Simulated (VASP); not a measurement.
# Sr (I4/mmm) in VASP: further runs

The runs below take Sr through single point, with r2SCAN.

Everything below comes from runs of VASP 6.6.1. Logs are shortened: lines on timing, memory, paths and dates and some standing lists are left out, and cuts for length are marked.

## (1) The cell of the first run

Symmetry: I4/mmm, No. 139, tetragonal system. The conventional cell has a = 4.850 Å, b = 4.850 Å, c = 4.705 Å, α = 90.00°, β = 90.00°, γ = 90.00°. Sr (site symmetry 4/mmm) has 14 Sr at 4.16 to 4.85 Å within 5.5 Å.

## (2) Single point, r2SCAN (strain +0.000 along x and y, -0.030 along z)

The input, POSCAR:

```
Sr
1.0
   -2.4250000000      2.4250000000      2.3522500000
    2.4250000000     -2.4250000000      2.3522500000
    2.4250000000      2.4250000000     -2.3522500000
Sr
1
Direct
    0.0000000000      0.0000000000      0.0000000000
```

The input, INCAR.step1:

```
SYSTEM = Sr
  PREC = Accurate
  ENCUT = 520
  ISMEAR = 0
  SIGMA = 0.15
  LREAL = .False.
  LASPH = .True.
  NELM = 60
  NBANDS = 11
  GGA = PE
  ALGO = Normal
  EDIFF = 1E-4
  LWAVE = .True.
  LCHARG = .False.
```

The input, INCAR.step2:

```
SYSTEM = Sr
  PREC = Accurate
  ENCUT = 520
  EDIFF = 1E-6
  ISMEAR = 0
  SIGMA = 0.15
  LREAL = .False.
  LASPH = .True.
  NELM = 60
  ALGO = Normal
  ISIF = 2
  LWAVE = .False.
  LCHARG = .True.
  METAGGA = R2SCAN
  LMIXTAU = .True.
  LELF = .True.
  LVHAR = .True.
  NBANDS = 11
  ISTART = 1
```

The input, KPOINTS:

```
regular mesh
0
Gamma
  14 14 14
  0 0 0
```

Potentials or basis: VASP PAW PBE potentials, release 64 (Sr_sv).

Run with:

```sh
> cat potpaw_PBE.64/Sr_sv/POTCAR > POTCAR
> cp INCAR.step1 INCAR
> mpirun -np 1 vasp_std > vasp.out
> cp INCAR.step2 INCAR
> mpirun -np 1 vasp_std > vasp.out
```

OUTCAR:

```text
SYSTEM = Sr
   PREC = Accurate
   ENCUT = 520
   EDIFF = 1E-6
   ISMEAR = 0
   LREAL = .False.
   LASPH = .True.
   NELM = 60
   ISIF = 2
   METAGGA = R2SCAN
   ISTART = 1

 ion  position               nearest neighbor table
   1  0.000  0.000  0.000-

  LATTYP: Found a body centered tetragonal cell.
 ALAT       =     4.8500000000
 C/A-ratio  =     0.9700000000

  Lattice vectors:

 A1 = (  -2.4250000000,   2.4250000000,   2.3522500000)
 A2 = (   2.4250000000,  -2.4250000000,   2.3522500000)
 A3 = (   2.4250000000,   2.4250000000,  -2.3522500000)

Analysis of symmetry for initial positions (statically):
=====================================================================
 Subroutine PRICEL returns:
 Original cell was already a primitive cell.

 Routine SETGRP: Setting up the symmetry group for a
 body centered tetragonal supercell.

 Subroutine GETGRP returns: Found 16 space group operations
 (whereof 16 operations were pure point group operations)
 out of a pool of 16 trial point group operations.

The static configuration has the point symmetry D_4h.

Analysis of symmetry for dynamics (positions and initial velocities):
=====================================================================
 Subroutine PRICEL returns:
 Original cell was already a primitive cell.

 Routine SETGRP: Setting up the symmetry group for a
 body centered tetragonal supercell.

 Subroutine GETGRP returns: Found 16 space group operations
 (whereof 16 operations were pure point group operations)
 out of a pool of 16 trial point group operations.

The dynamic configuration has the point symmetry D_4h.

 Subroutine INISYM returns: Found 16 space group operations
 (whereof 16 operations are pure point group operations),
 and found     1 'primitive' translations

----------------------------------------------------------------------------------------

                                     Primitive cell

  volume of cell :      55.3308

  direct lattice vectors                    reciprocal lattice vectors
    -2.425000000  2.425000000  2.352250000     0.000000000  0.206185567  0.212562440
     2.425000000 -2.425000000  2.352250000     0.206185567  0.000000000  0.212562440
     2.425000000  2.425000000 -2.352250000     0.206185567  0.206185567  0.000000000

  length of vectors
     4.158645220  4.158645220  4.158645220     0.296133887  0.296133887  0.291590425

  position of ions in fractional coordinates (direct lattice)
     0.000000000  0.000000000  0.000000000

  ion indices of the primitive-cell ions
   primitive index   ion index
                 1           1

----------------------------------------------------------------------------------------
[... 76 lines left out ...]
   ISIF   =      2    stress and relaxation
   ISYM   =      2    0-nonsym 1-usesym 2-fastsym
   POTIM  = 0.5000    time-step for ionic-motion
   TEBEG  =    0.0;   TEEND  =   0.0 temperature during run
   PSTRESS=    0.0 pullay stress
   NELECT =      10.0000    total number of electrons
   NUPDOWN=      -1.0000    fix difference up-down
   EMIN   =  10.00;   EMAX   =-10.00  energy-range for DOS
   EFERMI =   0.00;   METHOD = LEGACY
   ISMEAR =     0;   SIGMA  =   0.15  broadening in eV -4-tet -1-fermi 0-gaus
   EFERMI_NEDOS =   21; number of points for ismear=-14 and -15
   IALGO  =     38    algorithm
   IMIX   =      4    mixing-type and parameters
     AMIX     =   0.40;   BMIX     =  1.00
     AMIX_MAG =   1.60;   BMIX_MAG =  1.00
  volume/ion in A,a.u.               =      55.33       373.39
  Fermi-wavevector in a.u.,A,eV,Ry     =   0.925591  1.749114 11.656369  0.856719
  Thomas-Fermi vector in A             =   2.051462
   LORBIT       =      0    0 simple, 1 ext, 2 COOP (PROOUT), +10 PAW based schemes
   METAGGA = R2SCAN    functional components
   LHFCALC =     F    Hartree Fock is set to
   AEXX    =    0.0000 exact exchange contribution
   IVDW    =     0    specifies the selected vdW correction
   LEPSILON=     F    determine dielectric tensor
   LRPA    =     F    only Hartree local field effects (RPA)
 non-spin polarized calculation
 Gauss-broadening in eV      SIGMA  =   0.15
  energy-cutoff  :      520.00
  volume of cell :       55.33
 maximum number of plane-waves:      1501
   NGX = 15   NGY = 15   NGZ = 15

 number of electron      10.0000000 magnetization

 Free energy of the ion-electron system (eV)
  ---------------------------------------------------
  ext. energy  EPLUGINS =         0.00000000
  ---------------------------------------------------
  free energy    TOTEN  =       -15.09633674 eV

  energy without entropy =      -15.08028817  energy(sigma->0) =      -15.08831246

 E-fermi :   1.6016     XC(G=0):  -7.7656

 val. band max:        1.5928280098   @ k =  -0.4286  -0.4286   0.4286
 cond. band min:       1.6035541317   @ k =  -0.4286  -0.4286   0.1429
 fundamental gap:      0.0107261219
 Fermi energy:         1.6016135905

 k-point     1 :       0.0000    0.0000    0.0000
  band No.  band energies     occupation
      1     -36.4408      2.00000
      2     -17.7033      2.00000
      3     -17.6990      2.00000
      4     -17.6990      2.00000
      5      -2.2278      2.00000
      6       4.2114      0.00000
      7       4.3979      0.00000
      8       4.3979      0.00000
      9       5.5401      0.00000
     10       5.8051      0.00000
     11      10.0347      0.00000
[... 309 lines left out ...]
 k-point    24 :       0.2857    0.1429   -0.0000
  band No.  band energies     occupation
      1     -36.4266      2.00000
      2     -17.8635      2.00000
      3     -17.7603      2.00000
      4     -17.7159      2.00000
      5      -0.0087      2.00000
      6       2.4296      0.00000
      7       3.0260      0.00000
      8       5.3689      0.00000
      9       6.2248      0.00000
     10       6.4162      0.00000
     11       8.4017      0.00000

 [... further k-points ...]
[... 5 lines left out ...]
  --------------------------------------------------------------------------------------
  -------------------------------------------------------------------------------------
  Total        0.0406348      0.0406348      0.0585854      0.0000000      0.0000000      0.0000000
  in kB        1.1766340      1.1766340      1.6964185      0.0000000      0.0000000      0.0000000
  external PRESSURE =       1.3498955 kB  Pullay stress =       0.0000000 kB

 VOLUME and BASIS-vectors are now :
 -----------------------------------------------------------------------------
  energy-cutoff  :      520.00
  volume of cell :       55.33
      direct lattice vectors                 reciprocal lattice vectors
    -2.425000000  2.425000000  2.352250000     0.000000000  0.206185567  0.212562440
     2.425000000 -2.425000000  2.352250000     0.206185567  0.000000000  0.212562440
     2.425000000  2.425000000 -2.352250000     0.206185567  0.206185567  0.000000000

 POSITION                                       TOTAL-FORCE (eV/Angst)
 -----------------------------------------------------------------------------------
      0.00000      0.00000      0.00000        -0.000000     -0.000000     -0.000000
 -----------------------------------------------------------------------------------
    total drift:                               -0.000000      0.000000      0.000000

  FREE ENERGIE OF THE ION-ELECTRON SYSTEM (eV)
  ---------------------------------------------------
  free  energy   TOTEN  =       -15.0963367411 eV

  energy  without entropy=      -15.0802881690  energy(sigma->0) =      -15.08831246
```

It took 4.1 min on 1 thread of Intel Xeon 6975P-C, shared host; peak memory 0.29 GiB.

Results:

```yaml
Free_energy: -15.0963 eV
Pressure: 0.1 GPa
Band_gap_on_the_k_mesh: zero (band 5 reaches 1.86 eV, above the bottom of band 6 at 1.53 eV)
```

Levels at points of the mesh, in eV from the Fermi level:
| k point | band 1 | band 2 | band 3 | band 4 | band 5 | band 6 | band 7 | band 8 | band 9 | band 10 |
| --- | --- | --- | --- | --- | --- | --- | --- | --- | --- | --- |
| (0.00, 0.00, 0.00) | -38.04 | -19.30 | -19.30 | -19.30 | -3.83 | 2.61 | 2.80 | 2.80 | 3.94 | 4.20 |
| (0.50, 0.00, 0.00) | -38.03 | -19.50 | -19.37 | -19.31 | -0.94 | 0.15 | 1.39 | 3.98 | 4.67 | 5.85 |
| (0.50, 0.50, 0.00) | -38.03 | -19.50 | -19.37 | -19.30 | -0.99 | 0.05 | 1.60 | 3.78 | 4.52 | 5.81 |
| (0.50, 0.50, 0.50) | -38.01 | -19.45 | -19.45 | -19.44 | -0.14 | -0.07 | 3.70 | 3.70 | 4.16 | 5.42 |

Caveat: the cell differs from its parent crystal (strain +0.000 along x and y, -0.030 along z); the PAW data sets were made with another functional, which shifts forces and pressure a little.

## (3) Single point, r2SCAN (strain -0.015 along x and y, +0.000 along z)

The input, POSCAR:

```
Sr
1.0
   -2.3886250000      2.3886250000      2.4250000000
    2.3886250000     -2.3886250000      2.4250000000
    2.3886250000      2.3886250000     -2.4250000000
Sr
1
Direct
    0.0000000000      0.0000000000      0.0000000000
```

The input, INCAR.step1:

```
ALGO = Normal ; EDIFF = 1E-4
ENCUT = 520 ; GGA = PE
ISMEAR = 0 ; LASPH = True
LCHARG = False ; LREAL = False
LWAVE = True ; NBANDS = 11
NELM = 100 ; PREC = Accurate
SIGMA = 0.15
```

The input, INCAR.step2:

```
ALGO = Normal ; EDIFF = 1E-6
ENCUT = 520 ; ISIF = 2
ISMEAR = 0 ; ISTART = 1
LASPH = True ; LCHARG = False
LMIXTAU = True ; LREAL = False
LWAVE = False ; METAGGA = R2SCAN
NBANDS = 11 ; NELM = 100
PREC = Accurate ; SIGMA = 0.15
```

The input, KPOINTS:

```
k-points
0
Gamma
  14 14 14
```

Potentials or basis: VASP PAW PBE potentials, release 64 (Sr_sv).

Run with:

```sh
> cat potpaw_PBE.64/Sr_sv/POTCAR > POTCAR
> cp INCAR.step1 INCAR
> mpirun -np 1 vasp_std > vasp.out
> cp INCAR.step2 INCAR
> mpirun -np 1 vasp_std > vasp.out
```

OUTCAR:

```text
EDIFF = 1E-6
   ENCUT = 520
   ISIF = 2
   ISMEAR = 0
   ISTART = 1
   LASPH = True
   LREAL = False
   METAGGA = R2SCAN
   NELM = 100
   PREC = Accurate

 ion  position               nearest neighbor table
   1  0.000  0.000  0.000-

  LATTYP: Found a body centered tetragonal cell.
 ALAT       =     4.7772500000
 C/A-ratio  =     1.0152284264

  Lattice vectors:

 A1 = (  -2.3886250000,   2.3886250000,   2.4250000000)
 A2 = (   2.3886250000,  -2.3886250000,   2.4250000000)
 A3 = (   2.3886250000,   2.3886250000,  -2.4250000000)

Analysis of symmetry for initial positions (statically):
=====================================================================
 Subroutine PRICEL returns:
 Original cell was already a primitive cell.

 Routine SETGRP: Setting up the symmetry group for a
 body centered tetragonal supercell.

 Subroutine GETGRP returns: Found 16 space group operations
 (whereof 16 operations were pure point group operations)
 out of a pool of 16 trial point group operations.

The static configuration has the point symmetry D_4h.

Analysis of symmetry for dynamics (positions and initial velocities):
=====================================================================
 Subroutine PRICEL returns:
 Original cell was already a primitive cell.

 Routine SETGRP: Setting up the symmetry group for a
 body centered tetragonal supercell.

 Subroutine GETGRP returns: Found 16 space group operations
 (whereof 16 operations were pure point group operations)
 out of a pool of 16 trial point group operations.

The dynamic configuration has the point symmetry D_4h.

 Subroutine INISYM returns: Found 16 space group operations
 (whereof 16 operations are pure point group operations),
 and found     1 'primitive' translations

----------------------------------------------------------------------------------------

                                     Primitive cell

[... 107 lines left out ...]
     AMIX     =   0.40;   BMIX     =  1.00
     AMIX_MAG =   1.60;   BMIX_MAG =  1.00
  volume/ion in A,a.u.               =      55.34       373.48
  Fermi-wavevector in a.u.,A,eV,Ry     =   0.925520  1.748978 11.654566  0.856586
  Thomas-Fermi vector in A             =   2.051383
   LORBIT       =      0    0 simple, 1 ext, 2 COOP (PROOUT), +10 PAW based schemes
   METAGGA = R2SCAN    functional components
   LHFCALC =     F    Hartree Fock is set to
   AEXX    =    0.0000 exact exchange contribution
   IVDW    =     0    specifies the selected vdW correction
   LEPSILON=     F    determine dielectric tensor
   LRPA    =     F    only Hartree local field effects (RPA)
 non-spin polarized calculation
 Gauss-broadening in eV      SIGMA  =   0.15
  energy-cutoff  :      520.00
  volume of cell :       55.34
 maximum number of plane-waves:      1506
   NGX = 15   NGY = 15   NGZ = 15

 number of electron      10.0000000 magnetization

 Free energy of the ion-electron system (eV)
  ---------------------------------------------------
  ext. energy  EPLUGINS =         0.00000000
  ---------------------------------------------------
  free energy    TOTEN  =       -15.09646990 eV

  energy without entropy =      -15.08033643  energy(sigma->0) =      -15.08840316

 E-fermi :   1.6018     XC(G=0):  -7.7647

 val. band max:        1.6000698387   @ k =  -0.4286  -0.4286   0.2857
 cond. band min:       1.6082645810   @ k =   0.5000   0.5000   0.3571
 fundamental gap:      0.0081947422
 Fermi energy:         1.6017680683

 k-point     1 :       0.0000    0.0000    0.0000
  band No.  band energies     occupation
      1     -36.4414      2.00000
      2     -17.7018      2.00000
      3     -17.7018      2.00000
      4     -17.6998      2.00000
      5      -2.2281      2.00000
      6       4.3026      0.00000
      7       4.3026      0.00000
      8       4.3923      0.00000
      9       5.6099      0.00000
     10       5.7378      0.00000
     11      10.0355      0.00000
[... 309 lines left out ...]
 k-point    24 :       0.2857    0.1429   -0.0000
  band No.  band energies     occupation
      1     -36.4275      2.00000
      2     -17.8614      2.00000
      3     -17.7626      2.00000
      4     -17.7125      2.00000
      5      -0.0609      2.00000
      6       2.4155      0.00000
      7       3.1021      0.00000
      8       5.3757      0.00000
      9       6.0135      0.00000
     10       6.5109      0.00000
     11       8.3833      0.00000

 [... further k-points ...]
[... 5 lines left out ...]
  --------------------------------------------------------------------------------------
  -------------------------------------------------------------------------------------
  Total        0.0442037      0.0442037      0.0404001      0.0000000      0.0000000      0.0000000
  in kB        1.2796794      1.2796794      1.1695669      0.0000000      0.0000000      0.0000000
  external PRESSURE =       1.2429752 kB  Pullay stress =       0.0000000 kB

 VOLUME and BASIS-vectors are now :
 -----------------------------------------------------------------------------
  energy-cutoff  :      520.00
  volume of cell :       55.34
      direct lattice vectors                 reciprocal lattice vectors
    -2.388625000  2.388625000  2.425000000     0.000000000  0.209325449  0.206185567
     2.388625000 -2.388625000  2.425000000     0.209325449  0.000000000  0.206185567
     2.388625000  2.388625000 -2.425000000     0.209325449  0.209325449  0.000000000

 POSITION                                       TOTAL-FORCE (eV/Angst)
 -----------------------------------------------------------------------------------
      0.00000      0.00000      0.00000        -0.000000      0.000000      0.000000
 -----------------------------------------------------------------------------------
    total drift:                               -0.000000      0.000000     -0.000000

  FREE ENERGIE OF THE ION-ELECTRON SYSTEM (eV)
  ---------------------------------------------------
  free  energy   TOTEN  =       -15.0964698973 eV

  energy  without entropy=      -15.0803364291  energy(sigma->0) =      -15.08840316
```

OSZICAR.step1:

```text
N       E                     dE             d eps       ncg     rms          rms(c)
DAV:   1     0.362906090585E+02    0.36291E+02   -0.47511E+03  5368   0.784E+02
DAV:   2     0.104446206013E+00   -0.36186E+02   -0.35526E+02  6258   0.151E+02
DAV:   3    -0.155826837256E+01   -0.16627E+01   -0.16424E+01  8106   0.241E+01
DAV:   4    -0.163145323148E+01   -0.73185E-01   -0.73062E-01  7114   0.456E+00
DAV:   5    -0.163297486401E+01   -0.15216E-02   -0.15215E-02  7651   0.507E-01    0.108E+01
DAV:   6    -0.163506755395E+01   -0.20927E-02   -0.68751E-03  6457   0.928E-01    0.608E+00
DAV:   7    -0.163693571352E+01   -0.18682E-02   -0.11936E-02  5935   0.121E+00    0.289E-01
DAV:   8    -0.163702048035E+01   -0.84767E-04   -0.14333E-03  8508   0.219E-01    0.684E-02
DAV:   9    -0.163704217132E+01   -0.21691E-04   -0.12791E-05  3953   0.342E-02
   1 F= -.16370422E+01 E0= -.16300445E+01  d E =-.139954E-01
```

It took 4.1 min on 1 thread of Intel Xeon 6975P-C, shared host; peak memory 0.29 GiB.

What came out:

```
Free energy            : -15.0965 eV
Pressure               : 0.1 GPa
Band gap on the k mesh : zero (band 5 reaches 1.87 eV, above the bottom of band 6 at 1.51 eV)
```

Caveat: the cell differs from its parent crystal (strain -0.015 along x and y, +0.000 along z); the PAW data sets were made with another functional, which shifts forces and pressure a little.

[end of part 1 of 2]
